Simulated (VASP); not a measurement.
TePb:

```xyz
2
Lattice="0.0000 3.2944 3.2944 3.2944 0.0000 3.2944 3.2944 3.2944 0.0000" Properties=species:S:1:pos:R:3 pbc="T T T"
Pb    0.0000    0.0000    0.0000
Te    3.2944    3.2944    3.2944
```

Base run:

* Program: VASP 6.6.1
* Functional: PBE exchange alone
* Potentials or basis: VASP PAW PBE potentials, release 64 (Pb_d, Te)
* Cutoff: 520 eV
* k mesh: 7 × 7 × 7
* Occupations: fermi-dirac, width 0.05 eV
* Spin: no spin polarisation

Its results: pressure 6.8 GPa.

Question: After a change of settings the same cell gave: pressure 0.6 GPa. Which change was it?
A. functional from PBE exchange alone to r2SCAN; dispersion from none to D4
B. functional from PBE exchange alone to PBE
C. functional from PBE exchange alone to PBEsol; further incar settings from ALGO = Normal; EDIFF = 1e-06; NBANDS = 17 to ALGO = Normal; EDIFF = 1e-07; NBANDS = 17
D. functional from PBE exchange alone to revPBE

Answer: D.

Caveats: the PAW data sets were made with another functional, which shifts forces and pressure a little (some runs).
